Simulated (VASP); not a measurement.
A run of VASP 6.6.1:

The input INCAR:

```
  ALGO = Normal
  EDIFF = 1E-7
  ENCUT = 520
  GGA = PE
  ISIF = 2
  ISMEAR = -1
  LASPH = T
  LCHARG = T
  LELF = T
  LREAL = F
  LVHAR = T
  LWAVE = F
  NBANDS = 16
  NELM = 80
  PREC = Accurate
  SIGMA = 0.08
```

KPOINTS

```
k-points
0
Gamma
  15 15 15
```

File POSCAR:

```
WC
1.0
    2.7270793821      0.0000000000      0.0000000000
    0.0000000000      2.7270793821      0.0000000000
    0.0000000000      0.0000000000      2.7270793821
W C
1 1
Direct
    0.0000000000      0.0000000000      0.0000000000
    0.5000000000      0.5000000000      0.5000000000
```

Potentials or basis: VASP PAW PBE potentials, release 64 (W_sv, C).

Run with:

```sh
$ cat potpaw_PBE.64/W_sv/POTCAR potpaw_PBE.64/C/POTCAR > POTCAR
$ mpirun -np 1 vasp_std > vasp.out
```

Hardware: 1 thread of Intel(R) Xeon(R) Platinum 8559C (Emerald Rapids), on a shared host.

Problem. Estimate the wall time of this run.

Solution. Wall time 17 s on 1 thread of Intel(R) Xeon(R) Platinum 8559C (Emerald Rapids), on a shared host, peak memory 0.15 GiB. Counts: scf iterations 13, k points 120.
